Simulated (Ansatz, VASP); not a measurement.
## One calculation of WS2, two programs

INCAR

```
SYSTEM = WS2
ALGO     = Normal         ! electronic algorithm
EDIFF    = 1E-7           ! SCF threshold, eV
ENCUT    = 520            ! plane-wave cutoff, eV
GGA      = PS             ! functional
ISIF     = 2              ! what is computed and relaxed
ISMEAR   = -1             ! smearing method
LASPH    = .TRUE.         ! aspherical terms in the spheres
LCHARG   = .FALSE.        ! write CHGCAR
LREAL    = .FALSE.        ! projectors in reciprocal space
LWAVE    = .FALSE.        ! write WAVECAR
NBANDS   = 20             ! bands
NELM     = 60             ! most SCF steps
PREC     = Accurate       ! precision mode
SIGMA    = 0.05           ! smearing width, eV
```

KPOINTS

```
k-points
0
G
  8 8 8
  0 0 0
```

Contents of POSCAR:

```
WS2
1.0
    1.5790000000      0.9116360751      6.1633333333
   -1.5790000000      0.9116360751      6.1633333333
    0.0000000000     -1.8232721501      6.1633333333
W S
1 2
Direct
    0.0000000000      0.0000000000      0.0000000000
    0.5810000000      0.5810000000      0.5810000000
    0.7503000000      0.7503000000      0.7503000000
```

input.yaml

```yaml
crystal:
  lattice:
    - [1.579, 0.9116360751, 6.1633333333]
    - [-1.579, 0.9116360751, 6.1633333333]
    - [0.0, -1.8232721501, 6.1633333333]
  atoms:
    - { symbol: W, position: [0.0, 0.0, 0.0] }
    - { symbol: S, position: [0.581, 0.581, 0.581] }
    - { symbol: S, position: [0.7503, 0.7503, 0.7503] }
kpoints:
  mp_grid: { grid: [8, 8, 8] }
  band_path:
    path:
      - [0.0, 0.0, 0.0]
      - [0.5, 0.0, 0.0]
      - [0.5, 0.1812521368, -0.1812521368]
    npoints: 8
scf:
  occupations: { method: fermi_dirac, width: 0.05 }
hamiltonian:
  xc: pbesol
  pseudopotentials: { kind: all_electron, lapw: { basis_error: 0.002 } }
output:
  forces: true
  stress: true
  eigenvalues: true
```

Alike in both runs: functional PBEsol; k mesh 8 × 8 × 8; occupations fermi-dirac, width 0.05 eV; no spin polarisation.

|  | VASP | Ansatz |
| --- | --- | --- |
| version | VASP 6.6.1 | Ansatz 0.2.0 |
| potentials or method | VASP PAW PBE potentials, release 64 (W_sv, S), cutoff 520 eV | all-electron LAPW, scalar-relativistic |
| task | single point | band structure |

|  | VASP | Ansatz | Ansatz less VASP |
| --- | --- | --- | --- |
| gap on the k mesh at the Fermi level (eV) | 1.14 | 1.13 | -0.013 |
| least direct gap on the mesh (eV) | 2.31 | 2.29 | -0.012 |
| pressure (GPa) | -0.5 | -0.6 | -0.07 |
| traceless stress, the component that is largest in VASP (GPa) | 0.72 | 0.67 | -0.046 |
| rms of the force components (eV/Å) | 0.247 | 0.247 | 0.0000 |

VASP's potentials were made for PBE, not for PBEsol. Atom by atom the forces differ by 0.009 eV/Å (rms over components). Ansatz ran all-electron here, and VASP with PAW potentials.

Neither program's run includes spin-orbit coupling.
